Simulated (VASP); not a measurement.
GaSb:

```
Ga Sb
1.0
     0.00000    3.05900    3.05900
     3.05900    0.00000    3.05900
     3.05900    3.05900    0.00000
Ga Sb
1 1
Direct
  0.00000 0.00000 0.00000
  0.25000 0.25000 0.25000
```

Program: VASP 6.6.1. Alike in all runs: task single point; level PBE; potentials or basis VASP PAW PBE potentials, release 64 (Ga_d, Sb); no spin polarisation; cell as given; cutoff (eV) 500; smearing fermi-dirac 0.05 eV.

Problem. Order these runs on this cell by their pressure, lowest first.
A. k mesh 3 × 3 × 3
B. k mesh 6 × 6 × 6
C. k mesh 2 × 2 × 2

Solution. B (2.5 GPa), A (4.3 GPa), C (10.4 GPa).

Caveats: some runs use coarse meshes.
